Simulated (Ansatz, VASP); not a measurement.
# GaAs: VASP beside Ansatz

Contents of INCAR:

```
PREC     = Accurate       # precision mode
ENCUT    = 500            # plane-wave cutoff, eV
EDIFF    = 1E-6           # SCF threshold, eV
ISMEAR   = 0              # smearing method
SIGMA    = 0.01           # smearing width, eV
LREAL    = F              # projectors in reciprocal space
LASPH    = T              # aspherical terms in the spheres
NELM     = 120            # most SCF steps
ALGO     = Normal         # electronic algorithm
ISIF     = 2              # what is computed and relaxed
LWAVE    = F              # write WAVECAR
LCHARG   = F              # write CHGCAR
GGA      = PE             # functional
NBANDS   = 16             # bands
GGA_COMPAT= F
```

File KPOINTS:

```
regular mesh
0
Gamma
  6 6 6
```

POSCAR

```
GaAs
1.0
    0.0000000000      2.8432397069      2.8432397069
    2.8432397069      0.0000000000      2.8432397069
    2.8432397069      2.8432397069      0.0000000000
Ga As
1 1
Direct
    0.0000000000      0.0000000000      0.0000000000
    0.2500000000      0.2500000000      0.2500000000
```

Input for Ansatz:

```yaml
crystal:
  lattice:
    - [0.0, 2.8432397069, 2.8432397069]
    - [2.8432397069, 0.0, 2.8432397069]
    - [2.8432397069, 2.8432397069, 0.0]
  atoms:
    - { symbol: Ga, position: [0.0, 0.0, 0.0] }
    - { symbol: As, position: [0.25, 0.25, 0.25] }
kpoints:
  mp_grid: { grid: [6, 6, 6] }
hamiltonian:
  xc: pbe
scf:
  occupations: { method: fixed }
  n_extra_bands: 4
output:
  forces: true
  stress: true
  eigenvalues: true
```

Alike in both runs: task single point; functional PBE; k mesh 6 × 6 × 6; no spin polarisation.

|  | VASP | Ansatz |
| --- | --- | --- |
| version | VASP 6.6.1 | Ansatz 0.2.0 |
| potentials or method | VASP PAW PBE potentials, release 64 (Ga_d, As) | plane waves, PAW |
| plane-wave cutoff (eV) | 500 | 420 |
| occupations | gaussian, width 0.01 eV | fixed |
| valence electrons in the cell | 18 | 28 |

|  | VASP | Ansatz | Ansatz less VASP |
| --- | --- | --- | --- |
| gap on the k mesh at the Fermi level (eV) | 0.39 | 0.38 | -0.004 |
| pressure (GPa) | 2.1 | 2.0 | -0.16 |

VASP's potentials hold 18 valence electrons a cell and Ansatz's 28, so a difference there can come from the potentials and not from the codes.
